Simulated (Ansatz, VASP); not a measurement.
# One calculation of AgI, two programs

File INCAR:

```
SYSTEM = AgI
PREC = Accurate
ENCUT = 500
EDIFF = 1E-6
ISMEAR = 0
SIGMA = 0.02
LREAL = .False.
LASPH = .True.
NELM = 120
ALGO = Normal
ISIF = 2
LWAVE = .False.
LCHARG = .False.
GGA = PE
NBANDS = 26
GGA_COMPAT = .False.
```

The input KPOINTS:

```
Automatic mesh
0
Gamma
  6 6 4
  0 0 0
```

POSCAR

```
AgI
1.0
    4.6862867910      0.0000000000      0.0000000000
   -2.3431433955      4.0584434104      0.0000000000
    0.0000000000      0.0000000000      7.6611325170
Ag I
2 2
Direct
    0.3333333333      0.6666666667      0.0024494374
    0.6666666667      0.3333333333      0.5024494374
    0.3333333333      0.6666666667      0.3774505626
    0.6666666667      0.3333333333      0.8774505626
```

Input for Ansatz:

```yaml
crystal:
  lattice:
    - [4.6862868217, 0.0, 0.0]
    - [-2.3431434108, 4.058443437, 0.0]
    - [0.0, 0.0, 7.6611324136]
  atoms:
    - { symbol: Ag, position: [0.3333333333, 0.6666666667, 0.0024494355] }
    - { symbol: Ag, position: [0.6666666667, 0.3333333333, 0.5024494355] }
    - { symbol: I, position: [0.3333333333, 0.6666666667, 0.3774505645] }
    - { symbol: I, position: [0.6666666667, 0.3333333333, 0.8774505645] }
basis:
  ecutwfc: 420
kpoints:
  mp_grid: { grid: [6, 6, 4] }
  band_path: { path: [VBM, CBM], npoints: 2 }
hamiltonian:
  xc: pbe
scf:
  occupations: { method: gaussian, width: 0.02 }
output:
  forces: true
  stress: true
  eigenvalues: true
checkpoint:
  read: start.run
  write: ck
  compress: false
  write_wavefunctions: false
  write_every: 100000
```

Alike in both runs: task single point; functional PBE; k mesh 6 × 6 × 4; occupations gaussian, width 0.02 eV; no spin polarisation.

|  | VASP | Ansatz |
| --- | --- | --- |
| version | VASP 6.6.1 | Ansatz 0.2.0 |
| potentials or method | VASP PAW PBE potentials, release 64 (Ag, I), cutoff 500 eV | scalar-relativistic, plane waves, PAW |
| valence electrons in the cell | 36 | 72 |

Ansatz gave:

| Property | Result |
| --- | --- |
| gap on the k mesh at the Fermi level (eV) | 1.37 |
| least direct gap on the mesh (eV) | 1.37 |
| pressure (GPa) | 0.0 |

Problem. Estimate VASP's values.

Solution. gap on the k mesh at the Fermi level (eV): 1.37; least direct gap on the mesh (eV): 1.37; pressure (GPa): -0.1.

VASP's potentials hold 36 valence electrons a cell and Ansatz's 72, so a difference there can come from the potentials and not from the codes.

Spin-orbit coupling is off throughout.
